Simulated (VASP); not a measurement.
# TiO2 (fluorite type) (Fm-3m) in VASP: notebook

TiO2 (fluorite type) is run at these levels: PBE; tasks: single point.

Program: VASP 6.6.1. These are calculated values, not measurements. Logs are shortened: lines on timing, memory, paths and dates and some standing lists are left out, and cuts for length are marked.

### Step 1. The cell of the first run

The structure is cubic, space group Fm-3m (No. 225). Conventional cell: a = 4.629 Å, b = 4.629 Å, c = 4.629 Å, α = 90.00°, β = 90.00°, γ = 90.00°. Ti (site symmetry m-3m) has 8 O at 2.00 Å within 2.7 Å. Within 2.7 Å of O (site symmetry -43m) lie 4 Ti at 2.00 Å and 6 O at 2.31 Å.

### Step 2. Single point, PBE (volume scaled by 0.88)

INCAR reads:

```
SYSTEM = TiO2
PREC = Accurate
ENCUT = 520
EDIFF = 1E-7
ISMEAR = -1
SIGMA = 0.1
LREAL = .False.
LASPH = .True.
NELM = 60
ALGO = Normal
ISIF = 2
LWAVE = .False.
LCHARG = .True.
GGA = PE
LELF = .True.
LVHAR = .True.
NBANDS = 19
```

KPOINTS reads:

```
regular mesh
0
Gamma
  12 12 12
  0 0 0
```

POSCAR reads:

```
TiO2
1.0
    0.0000000000      2.3142502914      2.3142502914
    2.3142502914      0.0000000000      2.3142502914
    2.3142502914      2.3142502914      0.0000000000
Ti O
1 2
Direct
    0.0000000000      0.0000000000      0.0000000000
    0.2500000000      0.2500000000      0.2500000000
    0.7500000000      0.7500000000      0.7500000000
```

Potentials or basis: VASP PAW PBE potentials, release 64 (Ti_sv, O).

On the command line:

```bash
$ cat potpaw_PBE.64/Ti_sv/POTCAR potpaw_PBE.64/O/POTCAR > POTCAR
$ mpirun -np 1 vasp_std > vasp.out
```

OUTCAR:

```text
SYSTEM = TiO2
   PREC = Accurate
   ENCUT = 520
   EDIFF = 1E-7
   ISMEAR = -1
   LREAL = .False.
   LASPH = .True.
   NELM = 60
   ISIF = 2
   GGA = PE

 ion  position               nearest neighbor table
   1  0.000  0.000  0.000-   3 2.00   3 2.00   3 2.00   2 2.00   3 2.00   2 2.00   2 2.00   2 2.00

   2  0.250  0.250  0.250-   1 2.00   1 2.00   1 2.00   1 2.00
   3  0.750  0.750  0.750-   1 2.00   1 2.00   1 2.00   1 2.00

  LATTYP: Found a face centered cubic cell.
 ALAT       =     4.6285005828

  Lattice vectors:

 A1 = (   0.0000000000,   2.3142502914,   2.3142502914)
 A2 = (   2.3142502914,   0.0000000000,   2.3142502914)
 A3 = (   2.3142502914,   2.3142502914,   0.0000000000)

Analysis of symmetry for initial positions (statically):
=====================================================================
 Subroutine PRICEL returns:
 Original cell was already a primitive cell.

 Routine SETGRP: Setting up the symmetry group for a
 face centered cubic supercell.

 Subroutine GETGRP returns: Found 48 space group operations
 (whereof 48 operations were pure point group operations)
 out of a pool of 48 trial point group operations.

The static configuration has the point symmetry O_h .

Analysis of symmetry for dynamics (positions and initial velocities):
=====================================================================
 Subroutine PRICEL returns:
 Original cell was already a primitive cell.

 Routine SETGRP: Setting up the symmetry group for a
 face centered cubic supercell.

 Subroutine GETGRP returns: Found 48 space group operations
 (whereof 48 operations were pure point group operations)
 out of a pool of 48 trial point group operations.

The dynamic configuration has the point symmetry O_h .

 Subroutine INISYM returns: Found 48 space group operations
 (whereof 48 operations are pure point group operations),
 and found     1 'primitive' translations

----------------------------------------------------------------------------------------

                                     Primitive cell

  volume of cell :      24.7891

  direct lattice vectors                    reciprocal lattice vectors
     0.000000000  2.314250291  2.314250291    -0.216052690  0.216052690  0.216052690
     2.314250291  0.000000000  2.314250291     0.216052690 -0.216052690  0.216052690
     2.314250291  2.314250291  0.000000000     0.216052690  0.216052690 -0.216052690

  length of vectors
     3.272844149  3.272844149  3.272844149     0.374214236  0.374214236  0.374214236

  position of ions in fractional coordinates (direct lattice)
     0.000000000  0.000000000  0.000000000
     0.250000000  0.250000000  0.250000000
     0.750000000  0.750000000  0.750000000

  ion indices of the primitive-cell ions
   primitive index   ion index
                 1           1
                 2           2
                 3           3

----------------------------------------------------------------------------------------

 KPOINTS: regular mesh

Automatic generation of k-mesh.
 Grid dimensions read from file:
 generate k-points for:   12   12   12

 Generating k-lattice:

  Cartesian coordinates                     Fractional coordinates (reciprocal lattice)
    -0.018004391  0.018004391  0.018004391     0.083333333  0.000000000  0.000000000
     0.018004391 -0.018004391  0.018004391     0.000000000  0.083333333  0.000000000
     0.018004391  0.018004391 -0.018004391     0.000000000  0.000000000  0.083333333

  Length of vectors
     0.031184520  0.031184520  0.031184520

  Shift w.r.t. Gamma in fractional coordinates (k-lattice)
     0.000000000  0.000000000  0.000000000

 Subroutine IBZKPT returns following result:
 ===========================================

 Found     72 irreducible k-points:

 Following reciprocal coordinates:
            Coordinates               Weight
  0.000000  0.000000  0.000000      1.000000
  0.083333  0.000000  0.000000      8.000000
  0.166667  0.000000  0.000000      8.000000
  0.250000  0.000000  0.000000      8.000000
  0.333333  0.000000  0.000000      8.000000
  0.416667  0.000000  0.000000      8.000000
[... 16 lines left out ...]
  0.500000  0.166667  0.000000     24.000000
 -0.416667  0.166667  0.000000     24.000000
 [... further k-points ...]
   k-points           NKPTS =     72   k-points in BZ     NKDIM =     72   number of bands    NBANDS=     19
   number of dos      NEDOS =    301   number of ions     NIONS =      3
   total plane-waves  NPLWV =  13824
   dimension x,y,z NGX =    24 NGY =   24 NGZ =   24
   dimension x,y,z NGXF=    48 NGYF=   48 NGZF=   48
   ions per type =               1   2
   NGX,Y,Z   is equivalent  to a cutoff of  12.19, 12.19, 12.19 a.u.
   NGXF,Y,Z  is equivalent  to a cutoff of  24.38, 24.38, 24.38 a.u.
 SYSTEM =  TiO2
   PREC   = accura    normal or accurate (medium, high low for compatibility)
   ISTART =      0    job   : 0-new  1-cont  2-samecut
   ICHARG =      2    charge: 1-file 2-atom 10-const
   ISPIN  =      1    spin polarized calculation?
   LNONCOLLINEAR =      F non collinear calculations
   LSORBIT =      F    spin-orbit coupling
   LASPH  =      T    aspherical Exc in radial PAW
   ENCUT  =  520.0 eV  38.22 Ry    6.18 a.u.   6.09  6.09  6.09*2*pi/ulx,y,z
   NELM   =     60;   NELMIN=  2; NELMDL= -5     # of ELM steps
   EDIFF  = 0.1E-06   stopping-criterion for ELM
   LREAL  =      F    real-space projection
   EDIFFG = 0.1E-05   stopping-criterion for IOM
   NSW    =      0    number of steps for IOM
   IBRION =     -1    ionic relax: 0-MD 1-quasi-New 2-CG
   NFREE  =      0    steps in history (QN), initial steepest desc. (CG)
   ISIF   =      2    stress and relaxation
   ISYM   =      2    0-nonsym 1-usesym 2-fastsym
   POTIM  = 0.5000    time-step for ionic-motion
   TEBEG  =    0.0;   TEEND  =   0.0 temperature during run
   PSTRESS=    0.0 pullay stress
   NELECT =      24.0000    total number of electrons
   NUPDOWN=      -1.0000    fix difference up-down
   EMIN   =  10.00;   EMAX   =-10.00  energy-range for DOS
   EFERMI =   0.00;   METHOD = LEGACY
   ISMEAR =    -1;   SIGMA  =   0.10  broadening in eV -4-tet -1-fermi 0-gaus
   EFERMI_NEDOS =   21; number of points for ismear=-14 and -15
   IALGO  =     38    algorithm
   IMIX   =      4    mixing-type and parameters
     AMIX     =   0.40;   BMIX     =  1.00
     AMIX_MAG =   1.60;   BMIX_MAG =  1.00
  volume/ion in A,a.u.               =       8.26        55.76
  Fermi-wavevector in a.u.,A,eV,Ry     =   1.619540  3.060486 35.686839  2.622909
  Thomas-Fermi vector in A             =   2.713624
   LORBIT       =      0    0 simple, 1 ext, 2 COOP (PROOUT), +10 PAW based schemes
   GGA     = PE    functional components
   LHFCALC =     F    Hartree Fock is set to
   AEXX    =    0.0000 exact exchange contribution
   IVDW    =     0    specifies the selected vdW correction
   LEPSILON=     F    determine dielectric tensor
   LRPA    =     F    only Hartree local field effects (RPA)
 non-spin polarized calculation
  energy-cutoff  :      520.00
  volume of cell :       24.79
 maximum number of plane-waves:       692
   NGX = 13   NGY = 13   NGZ = 13

 number of electron      23.9999990 magnetization

 Free energy of the ion-electron system (eV)
  ---------------------------------------------------
  ext. energy  EPLUGINS =         0.00000000
  ---------------------------------------------------
  free energy    TOTEN  =       -25.61264068 eV

  energy without entropy =      -25.61254451  energy(sigma->0) =      -25.61259259

 E-fermi :   9.4088     XC(G=0): -12.8434

 val. band max:        8.8173087413   @ k =   0.5000   0.5000   0.0000
 cond. band min:      10.0195917994   @ k =   0.0000   0.0000   0.0000
 fundamental gap:      1.2022830581
 Fermi energy:         9.4087518194

 k-point     1 :       0.0000    0.0000    0.0000
  band No.  band energies     occupation
      1     -48.7336      2.00000
      2     -24.8212      2.00000
      3     -24.8212      2.00000
      4     -24.8212      2.00000
      5     -11.7048      2.00000
      6      -7.1888      2.00000
[... 11 lines left out ...]
     18      17.3646      0.00000
     19      23.7773      0.00000

 k-point     2 :       0.0833    0.0000    0.0000
  band No.  band energies     occupation
      1     -48.7309      2.00000
      2     -24.8503      2.00000
      3     -24.8245      2.00000
      4     -24.8245      2.00000
      5     -11.6009      2.00000
      6      -7.3231      2.00000
[... 11 lines left out ...]
     18      17.5996      0.00000
     19      23.7930      0.00000

 k-point     3 :       0.1667    0.0000    0.0000
  band No.  band energies     occupation
      1     -48.7234      2.00000
      2     -24.9287      2.00000
      3     -24.8333      2.00000
      4     -24.8333      2.00000
      5     -11.3103      2.00000
      6      -7.6645      2.00000
[... 11 lines left out ...]
     18      18.2491      0.00000
     19      23.8358      0.00000

 k-point     4 :       0.2500    0.0000    0.0000
  band No.  band energies     occupation
      1     -48.7132      2.00000
      2     -25.0331      2.00000
      3     -24.8455      2.00000
      4     -24.8455      2.00000
      5     -10.8951      2.00000
      6      -8.0882      2.00000
[... 11 lines left out ...]
     18      18.9890      0.00000
     19      23.9868      0.00000

 k-point     5 :       0.3333    0.0000    0.0000
  band No.  band energies     occupation
      1     -48.7030      2.00000
      2     -25.1346      2.00000
      3     -24.8576      2.00000
      4     -24.8576      2.00000
      5     -10.4481      2.00000
      6      -8.4838      2.00000
[... 11 lines left out ...]
     18      19.4047      0.00000
     19      24.4139      0.00000
[... 334 lines left out ...]
      2     -25.0850      2.00000
      3     -24.8874      2.00000
      4     -24.8786      2.00000
      5     -10.4463      2.00000
      6      -8.4408      2.00000
[... 11 lines left out ...]
     18      19.3523      0.00000
     19      24.2878      0.00000

 k-point    22 :       0.4167    0.1667    0.0000
  band No.  band energies     occupation
      1     -48.6946      2.00000
      2     -25.1538      2.00000
      3     -24.9129      2.00000
      4     -24.8867      2.00000
      5     -10.0454      2.00000
      6      -8.7414      2.00000
[... 11 lines left out ...]
     18      19.7775      0.00000
     19      24.8243      0.00000

 k-point    23 :       0.5000    0.1667    0.0000
  band No.  band energies     occupation
      1     -48.6894      2.00000
      2     -25.1930      2.00000
      3     -24.9359      2.00000
      4     -24.8877      2.00000
      5      -9.7603      2.00000
      6      -8.9455      2.00000
[... 11 lines left out ...]
     18      19.9092      0.00000
     19      25.3502      0.00000

 k-point    24 :      -0.4167    0.1667    0.0000
  band No.  band energies     occupation
      1     -48.6887      2.00000
      2     -25.1942      2.00000
      3     -24.9491      2.00000
      4     -24.8816      2.00000
      5      -9.7193      2.00000
      6      -8.9769      2.00000
[... 11 lines left out ...]
     18      19.9423      0.00000
     19      25.5058      0.00000

 [... further k-points ...]
[... 5 lines left out ...]
  --------------------------------------------------------------------------------------
  -------------------------------------------------------------------------------------
  Total        6.6344977      6.6344977      6.6344977      0.0000000      0.0000000      0.0000000
  in kB      428.8028407    428.8028407    428.8028407      0.0000000      0.0000000      0.0000000
  external PRESSURE =     428.8028407 kB  Pullay stress =       0.0000000 kB

 VOLUME and BASIS-vectors are now :
 -----------------------------------------------------------------------------
  energy-cutoff  :      520.00
  volume of cell :       24.79
      direct lattice vectors                 reciprocal lattice vectors
     0.000000000  2.314250291  2.314250291    -0.216052690  0.216052690  0.216052690
     2.314250291  0.000000000  2.314250291     0.216052690 -0.216052690  0.216052690
     2.314250291  2.314250291  0.000000000     0.216052690  0.216052690 -0.216052690

 POSITION                                       TOTAL-FORCE (eV/Angst)
 -----------------------------------------------------------------------------------
      0.00000      0.00000      0.00000        -0.000000     -0.000000      0.000000
      1.15713      1.15713      1.15713         0.000000      0.000000      0.000000
      3.47138      3.47138      3.47138        -0.000000     -0.000000     -0.000000
 -----------------------------------------------------------------------------------
    total drift:                               -0.000000      0.000000      0.000000

  FREE ENERGIE OF THE ION-ELECTRON SYSTEM (eV)
  ---------------------------------------------------
  free  energy   TOTEN  =       -25.6126406751 eV

  energy  without entropy=      -25.6125445076  energy(sigma->0) =      -25.61259259
```

Run time: 40 s. Hardware: 1 thread of AMD EPYC 7R43 (Zen 3), shared host; peak memory 0.12 GiB.

What came out:

```yaml
Free_energy: -25.6126 eV
Pressure: 42.9 GPa
Band_gap_on_the_k_mesh: 1.20 eV, indirect (least direct gap 2.07 eV)
```

Caveat: the cell differs from its parent crystal (volume scaled by 0.88). A k mesh can miss the band edges.

### Step 3. Single point, PBE (volume scaled by 0.94)

INCAR reads:

```
  PREC = Accurate
  ENCUT = 520
  EDIFF = 1E-7
  ISMEAR = -1
  SIGMA = 0.1
  LREAL = F
  LASPH = T
  NELM = 60
  ALGO = Normal
  ISIF = 2
  LWAVE = F
  LCHARG = F
  GGA = PE
  NBANDS = 19
```

KPOINTS reads:

```
regular mesh
0
Gamma
  12 12 12
```

POSCAR reads:

```
TiO2
1.0
    0.0000000000      2.3656948307      2.3656948307
    2.3656948307      0.0000000000      2.3656948307
    2.3656948307      2.3656948307      0.0000000000
Ti O
1 2
Direct
    0.0000000000      0.0000000000      0.0000000000
    0.2500000000      0.2500000000      0.2500000000
    0.7500000000      0.7500000000      0.7500000000
```

Potentials or basis: VASP PAW PBE potentials, release 64 (Ti_sv, O).

On the command line:

```bash
$ cat potpaw_PBE.64/Ti_sv/POTCAR potpaw_PBE.64/O/POTCAR > POTCAR
$ mpirun -np 1 vasp_std > vasp.out
```

It took 63 s on 1 thread of AMD EPYC 7R43 (Zen 3), shared host; peak memory 0.14 GiB.

Results (log left out):

```yaml
Free_energy: -25.9330 eV
Pressure: 18.5 GPa
Band_gap_on_the_k_mesh: 1.16 eV, indirect (least direct gap 1.93 eV)
```

Levels at points of the mesh, in eV from the valence-band top:
| k point | band 10 | band 11 | band 12 | band 13 | band 14 | band 15 |
| --- | --- | --- | --- | --- | --- | --- |
| (0.00, 0.00, 0.00) | -0.91 | -0.91 | -0.91 | 1.16 | 1.16 | 5.67 |
| (0.50, 0.00, 0.00) | -3.37 | -2.64 | -2.64 | 1.54 | 1.54 | 3.08 |
| (0.50, 0.50, 0.00) | -2.20 | -2.20 | 0.00 | 1.93 | 1.93 | 3.12 |

Caveat: the cell differs from its parent crystal (volume scaled by 0.94). A k mesh can miss the band edges.

### Step 4. Single point, PBE

This run uses another cell than the first one, of 9.39 Å³/atom, 1.136 times its volume.

INCAR reads:

```
ALGO = Normal
EDIFF = 1E-6
ENCUT = 520
GGA = PE
ISIF = 2
ISMEAR = -1
LASPH = T
LCHARG = T
LELF = T
LREAL = F
LVHAR = T
LWAVE = F
NBANDS = 19
NELM = 80
PREC = Accurate
SIGMA = 0.1
```

KPOINTS reads:

```
k-points
0
Gamma
  12 12 12
```

POSCAR reads:

```
TiO2
1.0
    0.0000000000      2.4149942610      2.4149942610
    2.4149942610      0.0000000000      2.4149942610
    2.4149942610      2.4149942610      0.0000000000
Ti O
1 2
Direct
    0.0000000000      0.0000000000      0.0000000000
    0.2500000000      0.2500000000      0.2500000000
    0.7500000000      0.7500000000      0.7500000000
```

On the command line:

```bash
$ cat potpaw_PBE.64/Ti_sv/POTCAR potpaw_PBE.64/O/POTCAR > POTCAR
$ mpirun -np 1 vasp_std > vasp.out
```

Run time: 64 s. Hardware: 1 thread of AMD EPYC 7R43 (Zen 3), shared host; peak memory 0.14 GiB.

The run converged. Its results:

- Free energy: -26.0330 eV
- Pressure: 0.8 GPa
- Band gap on the k mesh: 1.11 eV, indirect (least direct gap 1.78 eV)

Levels at points of the mesh, in eV from the valence-band top:
| k point | band 8 | band 9 | band 10 | band 11 | band 12 | band 13 | band 14 | band 15 | band 16 | band 17 |
| --- | --- | --- | --- | --- | --- | --- | --- | --- | --- | --- |
| (0.00, 0.00, 0.00) | -5.87 | -5.87 | -0.85 | -0.85 | -0.85 | 1.11 | 1.11 | 5.21 | 5.21 | 5.21 |
| (0.50, 0.00, 0.00) | -4.80 | -3.31 | -3.24 | -2.49 | -2.49 | 1.44 | 1.44 | 2.75 | 4.82 | 4.82 |
| (0.50, 0.50, 0.00) | -4.53 | -4.53 | -2.05 | -2.05 | 0.00 | 1.78 | 1.79 | 2.77 | 4.05 | 4.05 |

A k mesh can miss the band edges.

### Step 5. Single point, PBE

This run uses another cell than the first one, of 9.39 Å³/atom, 1.136 times its volume.

INCAR reads:

```
SYSTEM = TiO2
PREC = Accurate
ENCUT = 520
EDIFF = 1E-6
ISMEAR = -1
SIGMA = 0.1
LREAL = .False.
LASPH = .True.
NELM = 80
ALGO = Normal
ISIF = 2
LWAVE = .False.
LCHARG = .True.
GGA = PE
LELF = .True.
LVHAR = .True.
NBANDS = 19
```

KPOINTS reads:

```
regular mesh
0
Gamma
  12 12 12
  0 0 0
```

POSCAR is that of step 4.

On the command line:

```bash
$ cat potpaw_PBE.64/Ti_sv/POTCAR potpaw_PBE.64/O/POTCAR > POTCAR
$ mpirun -np 1 vasp_std > vasp.out
```

Wall time 68 s (1 thread of AMD EPYC 7R43 (Zen 3), shared host); peak memory 0.14 GiB.

The run converged. Its results:

- Free energy: -26.0330 eV
- Pressure: 0.8 GPa
- Band gap on the k mesh: 1.11 eV, indirect (least direct gap 1.78 eV)

Levels at points of the mesh, in eV from the valence-band top:
```tsv
k point	band 8	band 9	band 10	band 11	band 12	band 13	band 14	band 15	band 16	band 17
(0.00, 0.00, 0.00)	-5.87	-5.87	-0.85	-0.85	-0.85	1.11	1.11	5.21	5.21	5.21
(0.50, 0.00, 0.00)	-4.80	-3.31	-3.24	-2.49	-2.49	1.44	1.44	2.75	4.82	4.82
(0.50, 0.50, 0.00)	-4.53	-4.53	-2.05	-2.05	0.00	1.78	1.79	2.77	4.05	4.05
```

### Step 6. Summary

| cell | gap on the mesh (eV) | pressure (GPa) |
| --- | --- | --- |
| a = 3.273 Å, angles 60.0°, 3 atoms | 1.20 | 42.9 |
| a = 3.346 Å, angles 60.0°, 3 atoms | 1.16 | 18.5 |
| a = 3.415 Å, angles 60.0°, 3 atoms | 1.11 | 0.8 |

Alike in all rows: task single point; level PBE; potentials or basis VASP PAW PBE potentials, release 64 (Ti_sv, O); no spin polarisation; k mesh 12 × 12 × 12; cutoff (eV) 520; smearing fermi-dirac 0.1 eV.

Absolute energies hang on the potentials; compare differences alone.
